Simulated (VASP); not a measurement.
# I (Cmce) in VASP: notebook

I is run at these levels: BLYP, PBE; tasks: single point.

All numbers are computed with VASP 6.6.1; they aren't measurements. Logs are shortened: lines on timing, memory, paths and dates and some standing lists are left out, and cuts for length are marked.

### 1 The cell of the first run

The structure is orthorhombic, space group Cmce (No. 64). Conventional cell: a = 7.413 Å, b = 4.884 Å, c = 9.986 Å, α = 90.00°, β = 90.00°, γ = 90.00°. I (site symmetry m) has 3 I at 2.73 to 3.63 Å within 3.7 Å.

### 2 Single point, BLYP

The input, INCAR:

```
  PREC = Accurate
  ENCUT = 520
  EDIFF = 1E-6
  ISMEAR = -1
  SIGMA = 0.05
  LREAL = F
  LASPH = T
  NELM = 80
  ALGO = Normal
  ISIF = 2
  LWAVE = F
  LCHARG = F
  GGA = B5
  ALDAX = 1.0
  AGGAX = 1.0
  AGGAC = 1.0
  ALDAC = 0.0
  NBANDS = 22
```

The input, KPOINTS:

```
Automatic mesh
0
Gamma
  7 7 3
```

The input, POSCAR:

```
I
1.0
    3.7063282960     -2.4419931020      0.0000000000
    3.7063282960      2.4419931020      0.0000000000
    0.0000000000      0.0000000000      9.9855169996
I
4
Direct
    0.6493000000      0.3507000000      0.3844000000
    0.1493000000      0.8507000000      0.1156000000
    0.3507000000      0.6493000000      0.6156000000
    0.8507000000      0.1493000000      0.8844000000
```

Potentials or basis: VASP PAW PBE potentials, release 64 (I).

Launch:

```console
$ cat potpaw_PBE.64/I/POTCAR > POTCAR
$ mpirun -np 1 vasp_std > vasp.out
```

OUTCAR:

```text
PREC = Accurate
   ENCUT = 520
   EDIFF = 1E-6
   ISMEAR = -1
   LREAL = F
   LASPH = T
   NELM = 80
   ISIF = 2
   GGA = B5

 ion  position               nearest neighbor table
   1  0.649  0.351  0.384-   3 2.73
   2  0.149  0.851  0.116-   4 2.73
   3  0.351  0.649  0.616-   1 2.73
   4  0.851  0.149  0.884-   2 2.73

  LATTYP: Found a base centered orthorhombic cell.
 ALAT       =     4.8839862040
 B/A-ratio  =     1.5177472422
 C/A-ratio  =     2.0445424255

  Lattice vectors:

 A1 = (  -3.7063282960,  -2.4419931020,   0.0000000000)
 A2 = (   3.7063282960,  -2.4419931020,   0.0000000000)
 A3 = (   0.0000000000,   0.0000000000,   9.9855169996)

Analysis of symmetry for initial positions (statically):
=====================================================================
 Subroutine PRICEL returns:
 Original cell was already a primitive cell.

 Routine SETGRP: Setting up the symmetry group for a
 base centered orthorhombic supercell.

 Subroutine GETGRP returns: Found  8 space group operations
 (whereof  4 operations were pure point group operations)
 out of a pool of  8 trial point group operations.

The static configuration has the point symmetry C_2h.
 The point group associated with its full space group is D_2h.

Analysis of symmetry for dynamics (positions and initial velocities):
=====================================================================
 Subroutine PRICEL returns:
 Original cell was already a primitive cell.

 Routine SETGRP: Setting up the symmetry group for a
 base centered orthorhombic supercell.

 Subroutine GETGRP returns: Found  8 space group operations
 (whereof  4 operations were pure point group operations)
 out of a pool of  8 trial point group operations.

The dynamic configuration has the point symmetry C_2h.
 The point group associated with its full space group is D_2h.

 Subroutine INISYM returns: Found  8 space group operations
 (whereof  4 operations are pure point group operations),
 and found     1 'primitive' translations

----------------------------------------------------------------------------------------

                                     Primitive cell

  volume of cell :     180.7544

  direct lattice vectors                    reciprocal lattice vectors
     3.706328296 -2.441993102  0.000000000     0.134904401 -0.204750783  0.000000000
     3.706328296  2.441993102  0.000000000     0.134904401  0.204750783  0.000000000
     0.000000000  0.000000000  9.985517000     0.000000000  0.000000000  0.100145040

  length of vectors
     4.438490706  4.438490706  9.985517000     0.245198044  0.245198044  0.100145040

  position of ions in fractional coordinates (direct lattice)
     0.649300000  0.350700000  0.384400000
     0.149300000  0.850700000  0.115600000
     0.350700000  0.649300000  0.615600000
     0.850700000  0.149300000  0.884400000

  ion indices of the primitive-cell ions
   primitive index   ion index
                 1           1
                 2           2
                 3           3
                 4           4

----------------------------------------------------------------------------------------

 KPOINTS: Automatic mesh

Automatic generation of k-mesh.
 Grid dimensions read from file:
 generate k-points for:    7    7    3

 Generating k-lattice:

  Cartesian coordinates                     Fractional coordinates (reciprocal lattice)
     0.019272057 -0.029250112  0.000000000     0.142857143  0.000000000  0.000000000
     0.019272057  0.029250112  0.000000000     0.000000000  0.142857143  0.000000000
     0.000000000  0.000000000  0.033381680     0.000000000  0.000000000  0.333333333

  Length of vectors
     0.035028292  0.035028292  0.033381680

  Shift w.r.t. Gamma in fractional coordinates (k-lattice)
     0.000000000  0.000000000  0.000000000

 Subroutine IBZKPT returns following result:
 ===========================================

 Found     32 irreducible k-points:

 Following reciprocal coordinates:
            Coordinates               Weight
  0.000000  0.000000  0.000000      1.000000
  0.142857  0.000000  0.000000      4.000000
  0.285714  0.000000  0.000000      4.000000
  0.428571 -0.000000  0.000000      4.000000
  0.142857  0.142857  0.000000      2.000000
  0.285714  0.142857  0.000000      4.000000
[... 16 lines left out ...]
  0.428571  0.142857  0.333333      8.000000
 -0.428571  0.142857  0.333333      8.000000
 [... further k-points ...]
   k-points           NKPTS =     32   k-points in BZ     NKDIM =     32   number of bands    NBANDS=     22
   number of dos      NEDOS =    301   number of ions     NIONS =      4
   total plane-waves  NPLWV = 103680
   dimension x,y,z NGX =    36 NGY =   36 NGZ =   80
   dimension x,y,z NGXF=    72 NGYF=   72 NGZF=  160
   ions per type =               4
   NGX,Y,Z   is equivalent  to a cutoff of  13.48, 13.48, 13.32 a.u.
   NGXF,Y,Z  is equivalent  to a cutoff of  26.97, 26.97, 26.64 a.u.
 SYSTEM =  unknown system
   PREC   = accura    normal or accurate (medium, high low for compatibility)
   ISTART =      0    job   : 0-new  1-cont  2-samecut
   ICHARG =      2    charge: 1-file 2-atom 10-const
   ISPIN  =      1    spin polarized calculation?
   LNONCOLLINEAR =      F non collinear calculations
   LSORBIT =      F    spin-orbit coupling
   LASPH  =      T    aspherical Exc in radial PAW
   ENCUT  =  520.0 eV  38.22 Ry    6.18 a.u.   8.25  8.25 18.57*2*pi/ulx,y,z
   NELM   =     80;   NELMIN=  2; NELMDL= -5     # of ELM steps
   EDIFF  = 0.1E-05   stopping-criterion for ELM
   LREAL  =      F    real-space projection
   EDIFFG = 0.1E-04   stopping-criterion for IOM
   NSW    =      0    number of steps for IOM
   IBRION =     -1    ionic relax: 0-MD 1-quasi-New 2-CG
   NFREE  =      0    steps in history (QN), initial steepest desc. (CG)
   ISIF   =      2    stress and relaxation
   ISYM   =      2    0-nonsym 1-usesym 2-fastsym
   POTIM  = 0.5000    time-step for ionic-motion
   TEBEG  =    0.0;   TEEND  =   0.0 temperature during run
   PSTRESS=    0.0 pullay stress
   NELECT =      28.0000    total number of electrons
   NUPDOWN=      -1.0000    fix difference up-down
   EMIN   =  10.00;   EMAX   =-10.00  energy-range for DOS
   EFERMI =   0.00;   METHOD = LEGACY
   ISMEAR =    -1;   SIGMA  =   0.05  broadening in eV -4-tet -1-fermi 0-gaus
   EFERMI_NEDOS =   21; number of points for ismear=-14 and -15
   IALGO  =     38    algorithm
   IMIX   =      4    mixing-type and parameters
     AMIX     =   0.40;   BMIX     =  1.00
     AMIX_MAG =   1.60;   BMIX_MAG =  1.00
  volume/ion in A,a.u.               =      45.19       304.95
  Fermi-wavevector in a.u.,A,eV,Ry     =   0.879221  1.661486 10.517698  0.773029
  Thomas-Fermi vector in A             =   1.999415
   LORBIT       =      0    0 simple, 1 ext, 2 COOP (PROOUT), +10 PAW based schemes
   GGA     = B5    functional components
   LHFCALC =     F    Hartree Fock is set to
   AEXX    =    0.0000 exact exchange contribution
   IVDW    =     0    specifies the selected vdW correction
   LEPSILON=     F    determine dielectric tensor
   LRPA    =     F    only Hartree local field effects (RPA)
 non-spin polarized calculation
  energy-cutoff  :      520.00
  volume of cell :      180.75
 maximum number of plane-waves:      4881
 NGX is ok and might be reduce to    36
   NGX = 17   NGY = 17   NGZ = 37

 number of electron      27.9999999 magnetization

 Free energy of the ion-electron system (eV)
  ---------------------------------------------------
  ext. energy  EPLUGINS =         0.00000000
  ---------------------------------------------------
  free energy    TOTEN  =        -4.48148639 eV

  energy without entropy =       -4.48148487  energy(sigma->0) =       -4.48148563

 E-fermi :   2.8928     XC(G=0):  -7.3234

 val. band max:        2.2890253878   @ k =   0.0000   0.0000   0.0000
 cond. band min:       3.4848513239   @ k =   0.4286   0.4286   0.0000
 fundamental gap:      1.1958259361
 Fermi energy:         2.8927676285

 k-point     1 :       0.0000    0.0000    0.0000
  band No.  band energies     occupation
      1     -10.9634      2.00000
      2     -10.5536      2.00000
      3      -9.0939      2.00000
      4      -8.2987      2.00000
      5      -1.9269      2.00000
      6      -0.7485      2.00000
[... 14 lines left out ...]
     21       9.7213      0.00000
     22       9.9421      0.00000

 k-point     2 :       0.1429    0.0000    0.0000
  band No.  band energies     occupation
      1     -10.9092      2.00000
      2     -10.5335      2.00000
      3      -9.0537      2.00000
      4      -8.3409      2.00000
      5      -1.9154      2.00000
      6      -0.8845      2.00000
[... 14 lines left out ...]
     21       9.5391      0.00000
     22       9.8305      0.00000

 k-point     3 :       0.2857    0.0000    0.0000
  band No.  band energies     occupation
      1     -10.7696      2.00000
      2     -10.4987      2.00000
      3      -8.9457      2.00000
      4      -8.4597      2.00000
      5      -1.9175      2.00000
      6      -1.2817      2.00000
[... 14 lines left out ...]
     21       9.8398      0.00000
     22      10.4527      0.00000

 k-point     4 :       0.4286   -0.0000    0.0000
  band No.  band energies     occupation
      1     -10.6100      2.00000
      2     -10.5097      2.00000
      3      -8.7958      2.00000
      4      -8.6250      2.00000
      5      -1.9022      2.00000
      6      -1.7001      2.00000
[... 14 lines left out ...]
     21      10.3143      0.00000
     22      10.9394      0.00000

 k-point     5 :       0.1429    0.1429    0.0000
  band No.  band energies     occupation
      1     -10.9165      2.00000
      2     -10.5193      2.00000
      3      -9.0551      2.00000
      4      -8.2918      2.00000
      5      -1.8863      2.00000
      6      -0.7993      2.00000
[... 14 lines left out ...]
     21       9.9035      0.00000
     22      10.0101      0.00000

 k-point     6 :       0.2857    0.1429    0.0000
  band No.  band energies     occupation
      1     -10.8286      2.00000
      2     -10.4783      2.00000
      3      -8.9874      2.00000
      4      -8.3345      2.00000
      5      -1.8557      2.00000
      6      -0.9787      2.00000
[... 14 lines left out ...]
     21       9.5716      0.00000
     22      10.2315      0.00000

 k-point     7 :       0.4286    0.1429    0.0000
  band No.  band energies     occupation
      1     -10.6885      2.00000
      2     -10.4566      2.00000
      3      -8.8765      2.00000
      4      -8.4694      2.00000
      5      -1.8681      2.00000
      6      -1.3962      2.00000
[... 324 lines left out ...]
      6      -1.5985      2.00000
[... 14 lines left out ...]
     21      10.6360      0.00000
     22      10.9191      0.00000

 k-point    21 :       0.1429    0.1429    0.3333
  band No.  band energies     occupation
      1     -10.8377      2.00000
      2     -10.6453      2.00000
      3      -8.8443      2.00000
      4      -8.4694      2.00000
      5      -1.6598      2.00000
      6      -1.1445      2.00000
[... 14 lines left out ...]
     21       9.8828      0.00000
     22       9.8991      0.00000

 k-point    22 :       0.2857    0.1429    0.3333
  band No.  band energies     occupation
      1     -10.7574      2.00000
      2     -10.5866      2.00000
      3      -8.8081      2.00000
      4      -8.4864      2.00000
      5      -1.6802      2.00000
      6      -1.2627      2.00000
[... 14 lines left out ...]
     21       9.6925      0.00000
     22       9.7539      0.00000

 k-point    23 :       0.4286    0.1429    0.3333
  band No.  band energies     occupation
      1     -10.6379      2.00000
      2     -10.5233      2.00000
      3      -8.7678      2.00000
      4      -8.5657      2.00000
      5      -1.7343      2.00000
      6      -1.4505      2.00000
[... 14 lines left out ...]
     21       9.7947      0.00000
     22      10.0721      0.00000

 k-point    24 :      -0.4286    0.1429    0.3333
  band No.  band energies     occupation
      1     -10.5514      2.00000
      2     -10.5241      2.00000
      3      -8.7227      2.00000
      4      -8.6775      2.00000
      5      -1.6955      2.00000
      6      -1.6287      2.00000
[... 14 lines left out ...]
     21      10.4503      0.00000
     22      10.8189      0.00000

 [... further k-points ...]

------------------------ aborting loop because EDIFF is reached ----------------------------------------

  FORCE on cell =-STRESS in cart. coord.  units (eV):
  Direction    XX          YY          ZZ          XY          YZ          ZX
  --------------------------------------------------------------------------------------
  -------------------------------------------------------------------------------------
  Total        2.3149788      2.1269515      3.0293688      0.0000000      0.0000000      0.0000000
  in kB       20.5195926     18.8529494     26.8518287      0.0000000      0.0000000      0.0000000
  external PRESSURE =      22.0747903 kB  Pullay stress =       0.0000000 kB

 VOLUME and BASIS-vectors are now :
 -----------------------------------------------------------------------------
  energy-cutoff  :      520.00
  volume of cell :      180.75
      direct lattice vectors                 reciprocal lattice vectors
     3.706328296 -2.441993102  0.000000000     0.134904401 -0.204750783  0.000000000
     3.706328296  2.441993102  0.000000000     0.134904401  0.204750783  0.000000000
     0.000000000  0.000000000  9.985517000     0.000000000  0.000000000  0.100145040

 POSITION                                       TOTAL-FORCE (eV/Angst)
 -----------------------------------------------------------------------------------
      3.70633     -0.72918      3.83843         0.000000     -0.278910     -0.575331
      3.70633      1.71281      1.15433         0.000000     -0.278910      0.575331
      3.70633      0.72918      6.14708         0.000000      0.278910      0.575331
      3.70633     -1.71281      8.83119         0.000000      0.278910     -0.575331
 -----------------------------------------------------------------------------------
    total drift:                               -0.000000     -0.000000     -0.000000

  FREE ENERGIE OF THE ION-ELECTRON SYSTEM (eV)
  ---------------------------------------------------
  free  energy   TOTEN  =        -4.4814863893 eV

  energy  without entropy=       -4.4814848668  energy(sigma->0) =       -4.48148563
```

It took 76 s on 1 thread of Intel Xeon 6975P-C (Granite Rapids), shared host; peak memory 0.33 GiB.

Results:

| Property | Result |
| --- | --- |
| Free energy | -4.4815 eV |
| Pressure | 2.2 GPa |
| Largest force | 0.639 eV/Å |
| Band gap on the k mesh | 1.20 eV (least direct gap 1.26 eV) |

Forces on the atoms (eV/Å):
```
I    0.000 -0.279 -0.575
I    0.000 -0.279  0.575
I    0.000  0.279  0.575
I    0.000  0.279 -0.575
```

Caveat: this functional lacks dispersion, which holds the molecules together, so the pressure and a relaxed volume are unreliable; the PAW data sets were made with another functional, which shifts forces and pressure a little; spin-orbit coupling is left out, which moves the levels of the heavy elements.

### 3 Single point, PBE

This run uses another cell than the first one, of 42.63 Å³/atom.

The input, INCAR:

```
SYSTEM = I
  ALGO = Normal
  EDIFF = 1E-7
  ENCUT = 520
  GGA = PE
  ISIF = 2
  ISMEAR = 0
  LASPH = .TRUE.
  LCHARG = .FALSE.
  LREAL = .FALSE.
  LWAVE = .FALSE.
  NBANDS = 22
  NELM = 60
  PREC = Accurate
  SIGMA = 0.011
```

The input, KPOINTS:

```
k-points
0
G
  7 7 3
  0 0 0
```

The input, POSCAR:

```
I
1.0
    3.6350350000     -2.3950200000      0.0000000000
    3.6350350000      2.3950200000      0.0000000000
    0.0000000000      0.0000000000      9.7934400000
I
4
Direct
    0.6493000000      0.3507000000      0.3844000000
    0.1493000000      0.8507000000      0.1156000000
    0.3507000000      0.6493000000      0.6156000000
    0.8507000000      0.1493000000      0.8844000000
```

Potentials or basis: VASP PAW PBE potentials, release 64 (I).

Launch:

```console
$ cat potpaw_PBE.64/I/POTCAR > POTCAR
$ mpirun -np 1 vasp_std > vasp.out
```

Run time: 2.2 min. Hardware: 1 thread of Oxide Virtual Turin-like, shared host; peak memory 0.26 GiB.

The run converged. Its results:

* Free energy: -5.8888 eV
* Pressure: 1.7 GPa
* Largest force: 0.844 eV/Å
* Band gap on the k mesh: 1.33 eV (least direct gap 1.41 eV)

Forces on the atoms (eV/Å):
```
I    0.000 -0.394 -0.746
I    0.000 -0.394  0.746
I    0.000  0.394  0.746
I    0.000  0.394 -0.746
```

Stress tensor (GPa, compression positive):
```
1.25 0.00 0.00
0.00 1.31 0.00
0.00 0.00 2.68
```

Levels at points of the mesh, in eV from the valence-band top:
```
           k point  band 12  band 13  band 14  band 15  band 16  band 17
(0.00, 0.00, 0.00)    -0.53    -0.07     0.00     1.41     2.25     5.29
```

Caveat: this functional lacks dispersion, which holds the molecules together, so the pressure and a relaxed volume are unreliable; spin-orbit coupling is left out, which moves the levels of the heavy elements. A hybrid or GW would open this gap; PBE tends to underestimate it.
